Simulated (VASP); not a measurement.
Si2Ni:

```xyz
3
Lattice="0.0000 2.8776 2.8776 2.8776 0.0000 2.8776 2.8776 2.8776 0.0000" Properties=species:S:1:pos:R:3 pbc="T T T"
Si    1.4388    1.4388    1.4388
Si    4.3164    4.3164    4.3164
Ni    0.0000    0.0000    0.0000
```

Base run:

```yaml
Program: VASP 6.6.1
Functional: PBE
Potentials_or_basis: VASP PAW PBE potentials, release 64 (Si, Ni)
Cutoff: 520 eV
k_mesh: 14 × 14 × 14
Occupations: gaussian, width 0.15 eV
Spin: collinear spin, ferromagnetic start
Starting_moments: "[0.0, 0.0, 1.0] μB"
Fixed_moment: 1 μB
```

Its results: pressure -13.7 GPa; site moments Si +0.12; Ni +0.46 μB.

**Question.** The run is repeated on the same cell with these changes: fixed moment from 1 μB to 0.75 μB; moments at the start from [0.0, 0.0, 1.0] to [0.0, 0.0, 0.75]. What comes out?

**Answer.** Pressure -14.9 GPa; site moments Si +0.09; Ni +0.36 μB.

Caveats: the cell stands under tension; the total moment is fixed, so each spin has its own Fermi level and the state may be an excited one.
